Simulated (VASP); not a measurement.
A run of VASP 6.6.1:

File INCAR:

```
SYSTEM = Si3C
  PREC = Accurate
  ENCUT = 600
  EDIFF = 1E-6
  ISMEAR = 0
  SIGMA = 0.1
  LREAL = .False.
  LASPH = .True.
  NELM = 200
  ALGO = Normal
  ISIF = 2
  LWAVE = .False.
  LCHARG = .True.
  ISPIN = 2
  MAGMOM = 0 0 0 1
  LORBIT = 11
  GGA = PE
  LELF = .True.
  LVHAR = .True.
  NBANDS = 20
  GGA_COMPAT = .False.
```

File KPOINTS:

```
regular mesh
0
Gamma
  6 6 2
  0 0 0
```

File POSCAR:

```
Si3C
1.0
    2.7998593948      0.0000000000      0.0000000000
   -1.3999296974      2.4247493629      0.0000000000
    0.0000000000      0.0000000000      7.6451183030
Si C
3 1
Direct
    0.3333333333      0.6666666667      0.6583219216
    0.3333333333      0.6666666667      0.3416780784
    0.6666666667      0.3333333333      0.0000000000
    0.6666666667      0.3333333333      0.5000000000
```

Potentials or basis: VASP PAW PBE potentials, release 64 (Si, C).

The run is started by

```console
$ cat potpaw_PBE.64/Si/POTCAR potpaw_PBE.64/C/POTCAR > POTCAR
$ mpirun -np 1 vasp_std > vasp.out
```

Hardware: 1 thread of Intel Xeon 6975P-C, with other jobs on the host.

Question: How long does it take, and how much memory?

Answer: Wall time 37 s on 1 thread of Intel Xeon 6975P-C, on a shared host, peak memory 0.21 GiB. Counts: scf iterations 14, k points 14.
